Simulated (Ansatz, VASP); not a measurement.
**One calculation of La, two programs**

Contents of INCAR:

```
SYSTEM = La
ALGO = Normal ; EDIFF = 1E-6
ENCUT = 520 ; GGA = PE
ISIF = 2 ; ISMEAR = -1
LASPH = .TRUE. ; LCHARG = .FALSE.
LREAL = .FALSE. ; LWAVE = .FALSE.
NBANDS = 18 ; NELM = 100
PREC = Accurate ; SIGMA = 0.08
```

File KPOINTS:

```
k-points
0
G
  13 13 7
  0 0 0
```

The input POSCAR:

```
La
1.0
    3.6022918846      0.0000000000      0.0000000000
   -1.8011459423      3.1196762840      0.0000000000
    0.0000000000      0.0000000000      5.9015274158
La
2
Direct
    0.3333333333      0.6666666667      0.2500000000
    0.6666666667      0.3333333333      0.7500000000
```

Input for Ansatz:

```yaml
crystal:
  lattice:
    - [3.6022918846, 0.0, 0.0]
    - [-1.8011459423, 3.119676284, 0.0]
    - [0.0, 0.0, 5.9015274158]
  atoms:
    - { symbol: La, position: [0.3333333333, 0.6666666667, 0.25] }
    - { symbol: La, position: [0.6666666667, 0.3333333333, 0.75] }
kpoints:
  mp_grid: { grid: [13, 13, 7] }
scf:
  occupations: { method: fermi_dirac, width: 0.08 }
hamiltonian:
  xc: pbe
  pseudopotentials: { kind: all_electron, lapw: { basis_error: 0.001 } }
output:
  forces: true
  stress: true
  eigenvalues: true
  populations: true
```

Change from the starting cell: volume scaled by 0.88, LAPW.

Alike in both runs: task single point; functional PBE; k mesh 13 × 13 × 7; occupations fermi-dirac, width 0.08 eV; no spin polarisation.

|  | VASP | Ansatz |
| --- | --- | --- |
| version | VASP 6.6.1 | Ansatz 0.2.0 |
| potentials or method | VASP PAW PBE potentials, release 64 (La), cutoff 520 eV | all-electron LAPW, scalar-relativistic |

```csv
,VASP,Ansatz,Ansatz less VASP
pressure (GPa),3.9,3.8,-0.08
```

Ansatz ran all-electron here, and VASP with PAW potentials.

Neither program's run includes spin-orbit coupling.
